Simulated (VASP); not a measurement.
# S (P1) in VASP: notebook

Runs on S. Level: PBE+D3(BJ). Tasks: single point.

Program: VASP 6.6.1. These are calculated values, not measurements. Logs are shortened: lines on timing, memory, paths and dates and some standing lists are left out, and cuts for length are marked.

### Step 1. The cell of the first run

The typed cell holds 18 atoms: a = 6.871 Å, b = 6.871 Å, c = 9.457 Å, α = 90.46°, β = 90.46°, γ = 104.15°.

### Step 2. Single point, PBE+D3(BJ)

INCAR reads:

```
SYSTEM = S
ALGO = Normal
EDIFF = 1E-7
ENCUT = 520
GGA = PE
ISIF = 2
ISMEAR = -1
IVDW = 12
LASPH = .TRUE.
LCHARG = .FALSE.
LREAL = Auto
LWAVE = .FALSE.
NBANDS = 69
NELM = 80
PREC = Accurate
SIGMA = 0.0689
```

KPOINTS reads:

```
Automatic mesh
0
Gamma
  2 2 2
  0.5 0.5 0.5
```

POSCAR reads:

```
S
1.0
    0.0000000000     -6.2582690000     -2.8359260000
    5.4198200000      3.1291350000     -2.8359260000
    5.4198200000     -3.1291350000      7.0898150000
S
18
Direct
    0.4207552990      0.7228774389      0.4855591882
    0.7290710995      0.0792924982      0.1432593578
    0.0739578583      0.4040036300      0.8190368031
    0.3987095999      0.2887304537      0.3420017478
    0.7515157166      0.6525903641      0.0113995839
    0.1026358171      0.9985609114      0.6626132605
    0.7755480377      0.5678050309      0.5638783092
    0.1251258426      0.8826475983      0.2322150724
    0.4382364074      0.1909718732      0.9035268371
    0.5850375841      0.2788609379      0.5185496772
    0.8971015014      0.5871042871      0.1804492479
    0.2708919143      0.9268591407      0.8328719943
    0.5723815264      0.6815244801      0.6798736844
    0.9252585180      0.0092331795      0.3270862923
    0.2288749624      0.3460291018      0.9967891099
    0.2185975609      0.4632935643      0.4389614921
    0.5398838581      0.8127653666      0.1134620727
    0.8939573198      0.1268976093      0.7664940532
```

Potentials or basis: VASP PAW PBE potentials, release 64 (S).

On the command line:

```sh
> cat potpaw_PBE.64/S/POTCAR > POTCAR
> mpirun -np 1 vasp_std > vasp.out
```

OUTCAR:

```text
SYSTEM = S
   EDIFF = 1E-7
   ENCUT = 520
   GGA = PE
   ISIF = 2
   ISMEAR = -1
   IVDW = 12
   LASPH = .TRUE.
   LREAL = Auto
   NELM = 80
   PREC = Accurate
 IVDW          = 12

 ion  position               nearest neighbor table
   1  0.421  0.723  0.486-  16 2.02  13 2.16
   2  0.729  0.079  0.143-  17 1.99  14 2.32
   3  0.074  0.404  0.819-  18 2.06  15 2.08
   4  0.399  0.289  0.342-  10 2.11  16 2.13
   5  0.752  0.653  0.011-  11 1.99  17 2.25
   6  0.103  0.999  0.663-  18 2.10  12 2.11
[... 10 lines left out ...]
  17  0.540  0.813  0.113-   2 1.99   5 2.25
  18  0.894  0.127  0.766-   3 2.06   6 2.10

  LATTYP: Found a base centered monoclinic cell.
 ALAT       =     8.4460543174
 B/A-ratio  =     1.2833969487
 C/A-ratio  =     1.1196729141
 COS(beta)  =    -0.0131014542

  Lattice vectors:

 A1 = (   0.0000000000,  -6.2582690000,  -2.8359260000)
 A2 = (   5.4198200000,   3.1291350000,  -2.8359260000)
 A3 = (   5.4198200000,  -3.1291350000,   7.0898150000)

Analysis of symmetry for initial positions (statically):
=====================================================================
 Subroutine PRICEL returns:
 Original cell was already a primitive cell.

 Routine SETGRP: Setting up the symmetry group for a
 base centered monoclinic supercell.

 Subroutine GETGRP returns: Found  1 space group operations
 (whereof  1 operations were pure point group operations)
 out of a pool of  4 trial point group operations.

The static configuration has the point symmetry C_1 .

Analysis of symmetry for dynamics (positions and initial velocities):
=====================================================================
 Subroutine PRICEL returns:
 Original cell was already a primitive cell.

 Routine SETGRP: Setting up the symmetry group for a
 base centered monoclinic supercell.

 Subroutine GETGRP returns: Found  1 space group operations
 (whereof  1 operations were pure point group operations)
 out of a pool of  4 trial point group operations.

The dynamic configuration has the point symmetry C_1 .

 Subroutine INISYM returns: Found  1 space group operations
 (whereof  1 operations are pure point group operations),
 and found     1 'primitive' translations

----------------------------------------------------------------------------------------

                                     Primitive cell

  volume of cell :     432.8591

  direct lattice vectors                    reciprocal lattice vectors
     0.000000000 -6.258269000 -2.835926000     0.030751333 -0.124280013 -0.078359679
     5.419820000  3.129135000 -2.835926000     0.123005314  0.035508575 -0.078359666
     5.419820000 -3.129135000  7.089815000     0.061502659 -0.035508575  0.078359666

  length of vectors
     6.870837442  6.870837719  9.456818250     0.150104648  0.150104642  0.105752887

  position of ions in fractional coordinates (direct lattice)
     0.420755299  0.722877439  0.485559188
     0.729071099  0.079292498  0.143259358
     0.073957858  0.404003630  0.819036803
     0.398709600  0.288730454  0.342001748
     0.751515717  0.652590364  0.011399584
     0.102635817  0.998560911  0.662613261
[... 10 lines left out ...]
     0.539883858  0.812765367  0.113462073
     0.893957320  0.126897609  0.766494053

  ion indices of the primitive-cell ions
   primitive index   ion index
                 1           1
                 2           2
                 3           3
                 4           4
                 5           5
                 6           6
[... 10 lines left out ...]
                17          17
                18          18

----------------------------------------------------------------------------------------

 KPOINTS: Automatic mesh

Automatic generation of k-mesh.
 Grid dimensions read from file:
 generate k-points for:    2    2    2

 Generating k-lattice:

  Cartesian coordinates                     Fractional coordinates (reciprocal lattice)
     0.015375666 -0.062140006 -0.039179839     0.500000000  0.000000000  0.000000000
     0.061502657  0.017754288 -0.039179833    -0.000000000  0.500000000  0.000000000
     0.030751329 -0.017754288  0.039179833     0.000000000  0.000000000  0.500000000

  Length of vectors
     0.075052324  0.075052321  0.052876444

  Shift w.r.t. Gamma in fractional coordinates (k-lattice)
     0.500000000  0.500000000  0.500000000

 Subroutine IBZKPT returns following result:
 ===========================================

 Found      4 irreducible k-points:

 Following reciprocal coordinates:
            Coordinates               Weight
  0.250000  0.250000  0.250000      2.000000
 -0.250000  0.250000  0.250000      2.000000
 -0.250000  0.250000 -0.250000      2.000000
 -0.250000 -0.250000  0.250000      2.000000
   k-points           NKPTS =      4   k-points in BZ     NKDIM =      4   number of bands    NBANDS=     69
   number of dos      NEDOS =    301   number of ions     NIONS =     18
   total plane-waves  NPLWV = 204120
   dimension x,y,z NGX =    54 NGY =   54 NGZ =   70
   dimension x,y,z NGXF=   108 NGYF=  108 NGZF=  140
   ions per type =              18
   NGX,Y,Z   is equivalent  to a cutoff of  13.07, 13.07, 12.31 a.u.
   NGXF,Y,Z  is equivalent  to a cutoff of  26.13, 26.13, 24.61 a.u.
 SYSTEM =  S
   PREC   = accura    normal or accurate (medium, high low for compatibility)
   ISTART =      0    job   : 0-new  1-cont  2-samecut
   ICHARG =      2    charge: 1-file 2-atom 10-const
   ISPIN  =      1    spin polarized calculation?
   LNONCOLLINEAR =      F non collinear calculations
   LSORBIT =      F    spin-orbit coupling
   LASPH  =      T    aspherical Exc in radial PAW
   ENCUT  =  520.0 eV  38.22 Ry    6.18 a.u.  12.78 12.78 17.58*2*pi/ulx,y,z
   NELM   =     80;   NELMIN=  2; NELMDL= -5     # of ELM steps
   EDIFF  = 0.1E-06   stopping-criterion for ELM
   LREAL  =      T    real-space projection
   EDIFFG = 0.1E-05   stopping-criterion for IOM
   NSW    =      0    number of steps for IOM
   IBRION =     -1    ionic relax: 0-MD 1-quasi-New 2-CG
   NFREE  =      0    steps in history (QN), initial steepest desc. (CG)
   ISIF   =      2    stress and relaxation
   ISYM   =      2    0-nonsym 1-usesym 2-fastsym
   POTIM  = 0.5000    time-step for ionic-motion
   TEBEG  =    0.0;   TEEND  =   0.0 temperature during run
   PSTRESS=    0.0 pullay stress
   NELECT =     108.0000    total number of electrons
   NUPDOWN=      -1.0000    fix difference up-down
   EMIN   =  10.00;   EMAX   =-10.00  energy-range for DOS
   EFERMI =   0.00;   METHOD = LEGACY
   ISMEAR =    -1;   SIGMA  =   0.07  broadening in eV -4-tet -1-fermi 0-gaus
   EFERMI_NEDOS =   21; number of points for ismear=-14 and -15
   IALGO  =     38    algorithm
   IMIX   =      4    mixing-type and parameters
     AMIX     =   0.40;   BMIX     =  1.00
     AMIX_MAG =   1.60;   BMIX_MAG =  1.00
  volume/ion in A,a.u.               =      24.05       162.28
  Fermi-wavevector in a.u.,A,eV,Ry     =   1.030625  1.947598 14.451937  1.062187
  Thomas-Fermi vector in A             =   2.164732
   LORBIT       =      0    0 simple, 1 ext, 2 COOP (PROOUT), +10 PAW based schemes
   GGA     = PE    functional components
   LHFCALC =     F    Hartree Fock is set to
   AEXX    =    0.0000 exact exchange contribution
   IVDW    =    12    specifies the selected vdW correction
   LEPSILON=     F    determine dielectric tensor
   LRPA    =     F    only Hartree local field effects (RPA)
 non-spin polarized calculation
  energy-cutoff  :      520.00
  volume of cell :      432.86
 maximum number of plane-waves:     11660
 NGX is ok and might be reduce to    54
   NGX = 25   NGY = 25   NGZ = 35

 number of electron     108.0000002 magnetization

 Free energy of the ion-electron system (eV)
  ---------------------------------------------------
  ext. energy  EPLUGINS =         0.00000000
  ---------------------------------------------------
  free energy    TOTEN  =       -71.82728638 eV

  energy without entropy =      -71.82727804  energy(sigma->0) =      -71.82728221

 E-fermi :   3.4663     XC(G=0):  -8.6174

 val. band max:        2.5907243929   @ k =  -0.2500   0.2500   0.2500
 cond. band min:       4.3269070738   @ k =  -0.2500   0.2500  -0.2500
 fundamental gap:      1.7361826809
 Fermi energy:         3.4662933599

 k-point     1 :       0.2500    0.2500    0.2500
  band No.  band energies     occupation
      1     -13.7860      2.00000
      2     -13.6502      2.00000
      3     -13.4559      2.00000
      4     -12.4631      2.00000
      5     -12.2486      2.00000
      6     -12.1149      2.00000
[... 58 lines left out ...]
     65       6.2243      0.00000
     66       6.2910      0.00000

 k-point     2 :      -0.2500    0.2500    0.2500
  band No.  band energies     occupation
      1     -13.8041      2.00000
      2     -13.6455      2.00000
      3     -13.4453      2.00000
      4     -12.4493      2.00000
      5     -12.2117      2.00000
      6     -12.1361      2.00000
[... 58 lines left out ...]
     65       6.1705      0.00000
     66       6.3427      0.00000

 k-point     3 :      -0.2500    0.2500   -0.2500
  band No.  band energies     occupation
      1     -13.8013      2.00000
      2     -13.6491      2.00000
      3     -13.4450      2.00000
      4     -12.4456      2.00000
      5     -12.2194      2.00000
      6     -12.1154      2.00000
[... 58 lines left out ...]
     65       6.1534      0.00000
     66       6.2880      0.00000

 k-point     4 :      -0.2500   -0.2500    0.2500
  band No.  band energies     occupation
      1     -13.7971      2.00000
      2     -13.6418      2.00000
      3     -13.4473      2.00000
      4     -12.4641      2.00000
      5     -12.2692      2.00000
      6     -12.1099      2.00000
[... 58 lines left out ...]
     65       6.2420      0.00000
     66       6.2842      0.00000
 [bands above 66 left out]

------------------------ aborting loop because EDIFF is reached ----------------------------------------

 Edisp (eV)   -4.39551

 E8    (eV) :    -1.5739

  FORCE on cell =-STRESS in cart. coord.  units (eV):
  Direction    XX          YY          ZZ          XY          YZ          ZX
  --------------------------------------------------------------------------------------
  -------------------------------------------------------------------------------------
  Total      -3.79828    -5.27520    -4.44527     1.84500    -0.42075    -2.44565
  in kB     -14.05887   -19.52553   -16.45366     6.82907    -1.55736    -9.05229
  external pressure =      -16.68 kB  Pullay stress =        0.00 kB

 VOLUME and BASIS-vectors are now :
 -----------------------------------------------------------------------------
  energy-cutoff  :      520.00
  volume of cell :      432.86
      direct lattice vectors                 reciprocal lattice vectors
     0.000000000 -6.258269000 -2.835926000     0.030751333 -0.124280013 -0.078359679
     5.419820000  3.129135000 -2.835926000     0.123005314  0.035508575 -0.078359666
     5.419820000 -3.129135000  7.089815000     0.061502659 -0.035508575  0.078359666

 POSITION                                       TOTAL-FORCE (eV/Angst)
 -----------------------------------------------------------------------------------
      6.54951     -1.89060      0.19927         0.733186      0.400184      0.496688
      1.20619     -4.76288     -1.27678         0.618712     -0.833831      0.553354
      6.62866     -1.76154      4.45136         0.354237     -0.106853      0.173942
      3.41846     -2.66192      0.47520         0.891972     -0.704649      0.044554
      3.59871     -2.69682     -3.90112         0.286052      0.372555      0.612178
      9.00327      0.40890      1.57489         0.113407      0.145824      0.234830
[... 10 lines left out ...]
      5.01999     -1.19052     -3.03159        -0.843005     -0.557232     -0.420599
      4.84202     -7.59601      2.53923        -0.432993     -0.290537     -0.270375
 -----------------------------------------------------------------------------------
    total drift:                                0.006326     -0.000507      0.000276

  FREE ENERGIE OF THE ION-ELECTRON SYSTEM (eV)
  ---------------------------------------------------
  free  energy   TOTEN  =       -76.2227936633 eV

  energy  without entropy=      -76.2227853208  energy(sigma->0) =      -76.22278949
```

Wall time 5.5 min (1 thread of Intel Xeon 8259CL, shared host); peak memory 0.45 GiB.

Results:

```yaml
Free_energy: -76.2228 eV
Pressure: -1.7 GPa
Largest_force: 1.325 eV/Å
Band_gap_on_the_k_mesh: 1.74 eV (least direct gap 1.75 eV)
Dispersion_energy_per_atom: -0.244 eV
```

Forces on the atoms (eV/Å):
```
S    0.733  0.400  0.497
S    0.619 -0.834  0.553
S    0.354 -0.107  0.174
S    0.892 -0.705  0.045
S    0.286  0.373  0.612
S    0.113  0.146  0.235
S   -0.654 -0.220  0.787
S   -0.686  0.693  0.897
S    1.049  0.427 -0.359
S   -0.326 -0.183 -0.552
S    0.362 -0.535 -0.772
S   -0.438  0.334  0.441
S   -0.453  0.475 -0.936
S    0.069  0.888 -0.627
S   -0.501 -0.278 -0.274
S   -0.144 -0.025 -0.029
S   -0.843 -0.557 -0.421
S   -0.433 -0.291 -0.270
```

Stress tensor (GPa, compression positive):
```
-1.41  0.68 -0.91
 0.68 -1.95 -0.16
-0.91 -0.16 -1.65
```

Caveat: the atoms stand as in a frame of molecular dynamics; a shifted mesh leaves out Γ, where band edges can lie; forces of over 1 eV/Å act on the atoms, so gaps and moduli don't describe the material at rest. A k mesh can miss the band edges.

### Step 3. Single point, PBE+D3(BJ)

INCAR reads:

```
SYSTEM = S
ALGO = Normal
EDIFF = 1E-7
ENCUT = 520
GGA = PE
ISIF = 2
ISMEAR = -1
IVDW = 12
LASPH = .True.
LCHARG = .False.
LREAL = Auto
LWAVE = .False.
NBANDS = 69
NELM = 100
PREC = Accurate
SIGMA = 0.0689
```

KPOINTS is that of step 2.

POSCAR reads:

```
S
1.0
    0.0000000000     -6.2714090000     -2.8418800000
    5.4311990000      3.1357040000     -2.8418800000
    5.4311990000     -3.1357040000      7.1047010000
S
18
Direct
    0.4218510719      0.7337844444      0.4934519357
    0.7478586836      0.0849824201      0.1399800605
    0.1023578248      0.4292063460      0.8129817969
    0.4179767172      0.2895572090      0.3501037572
    0.7533262021      0.6449014109      0.0165772055
    0.1099404908      1.0098946689      0.6721587782
    0.7689491049      0.5364199726      0.5828531382
    0.1062993964      0.8652753068      0.2466253988
    0.4333398868      0.2090911071      0.9241233084
    0.5605249608      0.2299268860      0.5168980784
    0.9035579479      0.6006309389      0.1980054211
    0.2730110755      0.9251556414      0.8351477465
    0.5740653549      0.6724397723      0.6811782778
    0.9110682989      0.0391819479      0.3129020027
    0.2161130128      0.3554035396      0.9931633238
    0.2063600094      0.4593242951      0.4389499166
    0.5597324125      0.7948745556      0.1002283489
    0.9046576228      0.1281241975      0.7682793406
```

Potentials or basis: VASP PAW PBE potentials, release 64 (S).

On the command line:

```sh
> cat potpaw_PBE.64/S/POTCAR > POTCAR
> mpirun -np 1 vasp_std > vasp.out
```

Wall time 5.9 min (1 thread of Intel Xeon 8259CL, shared host); peak memory 0.45 GiB.

The run converged. Its results:

```yaml
Free_energy: -76.2968 eV
Pressure: -1.4 GPa
Largest_force: 1.544 eV/Å
Band_gap_on_the_k_mesh: 1.65 eV (least direct gap 1.66 eV)
Dispersion_energy_per_atom: -0.242 eV
```

Forces in eV/Å, atoms in the order of the input:
```
S   -0.700  0.344  1.086
S   -0.332 -0.063  0.211
S   -0.749  0.898  0.708
S    0.408  1.043 -0.053
S    0.047 -0.115 -0.222
S   -0.443 -0.064 -0.030
S   -0.618  0.056  0.637
S    0.014  0.416 -0.319
S   -0.680  0.033 -0.009
S    1.111 -0.900 -0.241
S   -0.321 -0.538  0.252
S    0.992 -0.161  0.051
S   -0.737  0.335 -0.758
S    0.167 -0.120  0.252
S    0.127 -0.870  0.176
S    0.641 -1.048 -0.936
S    0.421  0.488 -0.107
S    0.652  0.265 -0.699
```

Stress tensor (GPa, compression positive):
```
-3.74  0.35  1.09
 0.35  0.47 -0.94
 1.09 -0.94 -1.08
```

Levels at points of the mesh, in eV from the valence-band top:
| k point | band 52 | band 53 | band 54 | band 55 | band 56 | band 57 |
| --- | --- | --- | --- | --- | --- | --- |
| (0.25, 0.25, 0.25) | -0.41 | -0.31 | -0.04 | 1.74 | 1.94 | 2.18 |

Caveat: the atoms stand as in a frame of molecular dynamics; a shifted mesh leaves out Γ, where band edges can lie; forces of over 1 eV/Å act on the atoms, so gaps and moduli don't describe the material at rest. A k mesh can miss the band edges.

(Continued in part 2 of 2.)
